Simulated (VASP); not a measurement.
# Fe (Fd-3m) in VASP: notebook

Fe is run at these levels: BLYP; tasks: single point.

All numbers are computed with VASP 6.6.1; they aren't measurements. Logs are shortened: lines on timing, memory, paths and dates and some standing lists are left out, and cuts for length are marked.

## (1) The cell of the first run

The structure is cubic, space group Fd-3m (No. 227). Conventional cell: a = 4.877 Å, b = 4.877 Å, c = 4.877 Å, α = 90.00°, β = 90.00°, γ = 90.00°. Within 2.8 Å of Fe (site symmetry -43m) lie 4 Fe at 2.11 Å.

## (2) Single point, BLYP (volume scaled by 0.96)

Contents of INCAR:

```
PREC = Accurate
ENCUT = 520
EDIFF = 1E-6
ISMEAR = -1
SIGMA = 0.1
LREAL = F
LASPH = T
NELM = 60
ALGO = Normal
ISIF = 2
LWAVE = F
LCHARG = T
GGA = B5
ALDAX = 1.0
AGGAX = 1.0
AGGAC = 1.0
ALDAC = 0.0
LELF = T
LVHAR = T
NBANDS = 15
```

Contents of KPOINTS:

```
Automatic mesh
0
Gamma
  12 12 12
```

Contents of POSCAR:

```
Fe
1.0
    0.0000000000      2.4383170422      2.4383170422
    2.4383170422      0.0000000000      2.4383170422
    2.4383170422      2.4383170422      0.0000000000
Fe
2
Direct
    0.1250000000      0.1250000000      0.1250000000
    0.8750000000      0.8750000000      0.8750000000
```

Potentials or basis: VASP PAW PBE potentials, release 64 (Fe).

Launch:

```sh
cat potpaw_PBE.64/Fe/POTCAR > POTCAR
mpirun -np 1 vasp_std > vasp.out
```

OUTCAR:

```text
PREC = Accurate
   ENCUT = 520
   EDIFF = 1E-6
   ISMEAR = -1
   LREAL = F
   LASPH = T
   NELM = 60
   ISIF = 2
   GGA = B5

 ion  position               nearest neighbor table
   1  0.125  0.125  0.125-   2 2.11   2 2.11   2 2.11   2 2.11
   2  0.875  0.875  0.875-   1 2.11   1 2.11   1 2.11   1 2.11

  LATTYP: Found a face centered cubic cell.
 ALAT       =     4.8766340844

  Lattice vectors:

 A1 = (   0.0000000000,   2.4383170422,   2.4383170422)
 A2 = (   2.4383170422,   0.0000000000,   2.4383170422)
 A3 = (   2.4383170422,   2.4383170422,   0.0000000000)

Analysis of symmetry for initial positions (statically):
=====================================================================
 Subroutine PRICEL returns:
 Original cell was already a primitive cell.

 Routine SETGRP: Setting up the symmetry group for a
 face centered cubic supercell.

 Subroutine GETGRP returns: Found 48 space group operations
 (whereof 12 operations were pure point group operations)
 out of a pool of 48 trial point group operations.

The static configuration has the point symmetry D_3d.
 The point group associated with its full space group is O_h .

Analysis of symmetry for dynamics (positions and initial velocities):
=====================================================================
 Subroutine PRICEL returns:
 Original cell was already a primitive cell.

 Routine SETGRP: Setting up the symmetry group for a
 face centered cubic supercell.

 Subroutine GETGRP returns: Found 48 space group operations
 (whereof 12 operations were pure point group operations)
 out of a pool of 48 trial point group operations.

The dynamic configuration has the point symmetry D_3d.
 The point group associated with its full space group is O_h .

 Subroutine INISYM returns: Found 48 space group operations
 (whereof 12 operations are pure point group operations),
 and found     1 'primitive' translations

----------------------------------------------------------------------------------------

                                     Primitive cell

  volume of cell :      28.9935

  direct lattice vectors                    reciprocal lattice vectors
     0.000000000  2.438317042  2.438317042    -0.205059470  0.205059470  0.205059470
     2.438317042  0.000000000  2.438317042     0.205059470 -0.205059470  0.205059470
     2.438317042  2.438317042  0.000000000     0.205059470  0.205059470 -0.205059470

  length of vectors
     3.448301030  3.448301030  3.448301030     0.355173420  0.355173420  0.355173420

  position of ions in fractional coordinates (direct lattice)
     0.125000000  0.125000000  0.125000000
     0.875000000  0.875000000  0.875000000

  ion indices of the primitive-cell ions
   primitive index   ion index
                 1           1
                 2           2

----------------------------------------------------------------------------------------

 KPOINTS: Automatic mesh

Automatic generation of k-mesh.
 Grid dimensions read from file:
 generate k-points for:   12   12   12

 Generating k-lattice:

  Cartesian coordinates                     Fractional coordinates (reciprocal lattice)
    -0.017088289  0.017088289  0.017088289     0.083333333  0.000000000  0.000000000
     0.017088289 -0.017088289  0.017088289     0.000000000  0.083333333  0.000000000
     0.017088289  0.017088289 -0.017088289     0.000000000  0.000000000  0.083333333

  Length of vectors
     0.029597785  0.029597785  0.029597785

  Shift w.r.t. Gamma in fractional coordinates (k-lattice)
     0.000000000  0.000000000  0.000000000

 Subroutine IBZKPT returns following result:
 ===========================================

 Found     72 irreducible k-points:

 Following reciprocal coordinates:
            Coordinates               Weight
  0.000000  0.000000  0.000000      1.000000
  0.083333  0.000000  0.000000      8.000000
  0.166667  0.000000  0.000000      8.000000
  0.250000  0.000000  0.000000      8.000000
  0.333333  0.000000  0.000000      8.000000
  0.416667  0.000000  0.000000      8.000000
[... 16 lines left out ...]
  0.500000  0.166667  0.000000     24.000000
 -0.416667  0.166667  0.000000     24.000000
 [... further k-points ...]
   k-points           NKPTS =     72   k-points in BZ     NKDIM =     72   number of bands    NBANDS=     15
   number of dos      NEDOS =    301   number of ions     NIONS =      2
   total plane-waves  NPLWV =  21952
   dimension x,y,z NGX =    28 NGY =   28 NGZ =   28
   dimension x,y,z NGXF=    56 NGYF=   56 NGZF=   56
   ions per type =               2
   NGX,Y,Z   is equivalent  to a cutoff of  13.50, 13.50, 13.50 a.u.
   NGXF,Y,Z  is equivalent  to a cutoff of  27.00, 27.00, 27.00 a.u.
 SYSTEM =  unknown system
   PREC   = accura    normal or accurate (medium, high low for compatibility)
   ISTART =      0    job   : 0-new  1-cont  2-samecut
   ICHARG =      2    charge: 1-file 2-atom 10-const
   ISPIN  =      1    spin polarized calculation?
   LNONCOLLINEAR =      F non collinear calculations
   LSORBIT =      F    spin-orbit coupling
   LASPH  =      T    aspherical Exc in radial PAW
   ENCUT  =  520.0 eV  38.22 Ry    6.18 a.u.   6.41  6.41  6.41*2*pi/ulx,y,z
   NELM   =     60;   NELMIN=  2; NELMDL= -5     # of ELM steps
   EDIFF  = 0.1E-05   stopping-criterion for ELM
   LREAL  =      F    real-space projection
   EDIFFG = 0.1E-04   stopping-criterion for IOM
   NSW    =      0    number of steps for IOM
   IBRION =     -1    ionic relax: 0-MD 1-quasi-New 2-CG
   NFREE  =      0    steps in history (QN), initial steepest desc. (CG)
   ISIF   =      2    stress and relaxation
   ISYM   =      2    0-nonsym 1-usesym 2-fastsym
   POTIM  = 0.5000    time-step for ionic-motion
   TEBEG  =    0.0;   TEEND  =   0.0 temperature during run
   PSTRESS=    0.0 pullay stress
   NELECT =      16.0000    total number of electrons
   NUPDOWN=      -1.0000    fix difference up-down
   EMIN   =  10.00;   EMAX   =-10.00  energy-range for DOS
   EFERMI =   0.00;   METHOD = LEGACY
   ISMEAR =    -1;   SIGMA  =   0.10  broadening in eV -4-tet -1-fermi 0-gaus
   EFERMI_NEDOS =   21; number of points for ismear=-14 and -15
   IALGO  =     38    algorithm
   IMIX   =      4    mixing-type and parameters
     AMIX     =   0.40;   BMIX     =  1.00
     AMIX_MAG =   1.60;   BMIX_MAG =  1.00
  volume/ion in A,a.u.               =      14.50        97.83
  Fermi-wavevector in a.u.,A,eV,Ry     =   1.342810  2.537543 24.533201  1.803139
  Thomas-Fermi vector in A             =   2.470934
   LORBIT       =      0    0 simple, 1 ext, 2 COOP (PROOUT), +10 PAW based schemes
   GGA     = B5    functional components
   LHFCALC =     F    Hartree Fock is set to
   AEXX    =    0.0000 exact exchange contribution
   IVDW    =     0    specifies the selected vdW correction
   LEPSILON=     F    determine dielectric tensor
   LRPA    =     F    only Hartree local field effects (RPA)
 non-spin polarized calculation
  energy-cutoff  :      520.00
  volume of cell :       28.99
 maximum number of plane-waves:       797
 NGX is ok and might be reduce to    28
   NGX = 13   NGY = 13   NGZ = 13

 number of electron      16.0000007 magnetization

 Free energy of the ion-electron system (eV)
  ---------------------------------------------------
  ext. energy  EPLUGINS =         0.00000000
  ---------------------------------------------------
  free energy    TOTEN  =       -12.55496782 eV

  energy without entropy =      -12.47170980  energy(sigma->0) =      -12.51333881

 E-fermi :   4.0699     XC(G=0): -10.8528

 val. band max:        4.0588474253   @ k =   0.4167   0.3333   0.0000
 cond. band min:       4.0848339468   @ k =   0.5000   0.1667   0.0000
 fundamental gap:      0.0259865215
 Fermi energy:         4.0698600453

 k-point     1 :       0.0000    0.0000    0.0000
  band No.  band energies     occupation
      1      -2.4351      2.00000
      2       1.3155      2.00000
      3       1.3155      2.00000
      4       1.6303      2.00000
      5       1.6303      2.00000
      6       1.6303      2.00000
      7       3.6555      1.96877
      8       3.6555      1.96877
      9       3.6555      1.96877
     10       5.2879      0.00001
     11       5.2879      0.00001
     12      18.4684      0.00000
     13      18.4685      0.00000
     14      18.4748      0.00000
     15      18.6249      0.00000

 k-point     2 :       0.0833    0.0000    0.0000
  band No.  band energies     occupation
      1      -2.2923      2.00000
      2       1.2404      2.00000
      3       1.2404      2.00000
      4       1.6383      2.00000
      5       1.7430      2.00000
      6       1.7430      2.00000
      7       3.5815      1.98497
      8       3.6453      1.97175
      9       3.6453      1.97175
     10       5.2870      0.00001
     11       5.2870      0.00001
     12      16.0033      0.00000
     13      17.5084      0.00000
     14      17.5084      0.00000
     15      19.2806      0.00000

 k-point     3 :       0.1667    0.0000    0.0000
  band No.  band energies     occupation
      1      -1.8748      2.00000
      2       1.1551      2.00000
      3       1.1551      2.00000
      4       1.6712      2.00000
      5       1.9129      2.00000
      6       1.9129      2.00000
      7       3.3733      1.99811
      8       3.6445      1.97198
      9       3.6445      1.97198
     10       5.2778      0.00001
     11       5.2778      0.00001
     12      13.4360      0.00000
     13      16.6210      0.00000
     14      16.6210      0.00000
     15      18.6654      0.00000

 k-point     4 :       0.2500    0.0000    0.0000
  band No.  band energies     occupation
      1      -1.2201      2.00000
      2       1.1384      2.00000
      3       1.1384      2.00000
      4       1.7446      2.00000
      5       1.9909      2.00000
      6       1.9909      2.00000
      7       3.0796      1.99990
      8       3.7225      1.93987
      9       3.7225      1.93987
     10       5.2458      0.00002
     11       5.2458      0.00002
     12      11.0515      0.00000
     13      15.8813      0.00000
     14      15.8813      0.00000
     15      18.0495      0.00000
[... 307 lines left out ...]
 k-point    22 :       0.4167    0.1667    0.0000
  band No.  band energies     occupation
      1       0.2160      2.00000
      2       0.7534      2.00000
      3       1.6418      2.00000
      4       1.6910      2.00000
      5       1.8156      2.00000
      6       2.3040      2.00000
      7       2.7441      2.00000
      8       4.0984      0.85838
      9       4.2333      0.32654
     10       4.8521      0.00080
     11       5.4080      0.00000
     12       8.3962      0.00000
     13      12.7976      0.00000
     14      13.1699      0.00000
     15      16.2172      0.00000

 k-point    23 :       0.5000    0.1667    0.0000
  band No.  band energies     occupation
      1       0.7393      2.00000
      2       0.8579      2.00000
      3       1.4762      2.00000
      4       1.6067      2.00000
      5       1.9495      2.00000
      6       2.2321      2.00000
      7       3.0628      1.99992
      8       4.0848      0.92527
      9       4.3941      0.07519
     10       5.0482      0.00011
     11       5.2987      0.00001
     12       6.8609      0.00000
     13      12.3081      0.00000
     14      12.9604      0.00000
     15      16.2446      0.00000

 k-point    24 :      -0.4167    0.1667    0.0000
  band No.  band energies     occupation
      1       0.7079      2.00000
      2       1.1637      2.00000
      3       1.2673      2.00000
      4       1.5275      2.00000
      5       2.1040      2.00000
      6       2.1394      2.00000
      7       3.3257      1.99883
      8       3.8289      1.83506
      9       4.4854      0.03088
     10       5.1038      0.00006
     11       5.2482      0.00002
     12       6.6270      0.00000
     13      11.7469      0.00000
     14      13.5152      0.00000
     15      16.4245      0.00000

 [... further k-points ...]
[... 5 lines left out ...]
  --------------------------------------------------------------------------------------
  -------------------------------------------------------------------------------------
  Total        0.9061357      0.9061357      0.9061357     -0.0000000      0.0000000     -0.0000000
  in kB       50.0729650     50.0729650     50.0729650     -0.0000000      0.0000000     -0.0000000
  external PRESSURE =      50.0729650 kB  Pullay stress =       0.0000000 kB

 VOLUME and BASIS-vectors are now :
 -----------------------------------------------------------------------------
  energy-cutoff  :      520.00
  volume of cell :       28.99
      direct lattice vectors                 reciprocal lattice vectors
     0.000000000  2.438317042  2.438317042    -0.205059470  0.205059470  0.205059470
     2.438317042  0.000000000  2.438317042     0.205059470 -0.205059470  0.205059470
     2.438317042  2.438317042  0.000000000     0.205059470  0.205059470 -0.205059470

 POSITION                                       TOTAL-FORCE (eV/Angst)
 -----------------------------------------------------------------------------------
      0.60958      0.60958      0.60958        -0.000000      0.000000      0.000000
      4.26705      4.26705      4.26705         0.000000     -0.000000     -0.000000
 -----------------------------------------------------------------------------------
    total drift:                               -0.000000     -0.000000     -0.000000

  FREE ENERGIE OF THE ION-ELECTRON SYSTEM (eV)
  ---------------------------------------------------
  free  energy   TOTEN  =       -12.5549678218 eV

  energy  without entropy=      -12.4717098046  energy(sigma->0) =      -12.51333881
```

Run time: 61 s. Hardware: 1 thread of Intel Xeon Platinum 8259CL at 2.50GHz (Skylake/Cascade Lake), shared host; peak memory 0.17 GiB.

What came out:

```yaml
Free_energy: -12.5550 eV
Pressure: 5.0 GPa
Band_gap_on_the_k_mesh: zero (band 8 reaches 4.32 eV, above the bottom of band 9 at 3.64 eV)
```

Levels at points of the mesh, in eV from the Fermi level:
| k point | band 6 | band 7 | band 8 | band 9 | band 10 | band 11 |
| --- | --- | --- | --- | --- | --- | --- |
| (0.00, 0.00, 0.00) | -2.44 | -0.41 | -0.41 | -0.41 | 1.22 | 1.22 |
| (0.50, 0.00, 0.00) | -2.47 | -0.92 | 0.16 | 0.16 | 0.96 | 0.96 |
| (0.50, 0.50, 0.00) | -1.35 | -0.74 | -0.74 | 1.16 | 1.16 | 2.79 |

Caveat: the PAW data sets were made with another functional, which shifts forces and pressure a little; the run has no spin polarisation, though such a crystal can be magnetic.

[end of part 1 of 2]
